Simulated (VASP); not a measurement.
KI:

```
CELL_PARAMETERS angstrom
0.00000 3.96589 3.96589
3.96589 0.00000 3.96589
3.96589 3.96589 0.00000
ATOMIC_POSITIONS crystal
K 0.00000 0.00000 0.00000
I 0.25000 0.25000 0.25000
```

Base run:

| Property | Result |
| --- | --- |
| Program | VASP 6.6.1 |
| Functional | r2SCAN |
| Potentials or basis | VASP PAW PBE potentials, release 64 (K_sv, I) |
| Cutoff | 520 eV |
| k mesh | 4 × 4 × 4 |
| Occupations | gaussian, width 0.01 eV |
| Spin | no spin polarisation |

Its results: band gap on the k mesh 4.47 eV, direct; pressure 0.0 GPa.

Question: The run is repeated on the same cell with these changes: functional from r2SCAN to PBE. What comes out?

Answer: Band gap on the k mesh 3.93 eV, direct; pressure 0.2 GPa.

r2SCAN gives the wider gap, since meta-GGAs in the generalised Kohn-Sham scheme recover part of the derivative discontinuity.

Caveats: spin-orbit coupling is left out, which moves the levels of the heavy elements; the PAW data sets were made with another functional, which shifts forces and pressure a little (some runs).

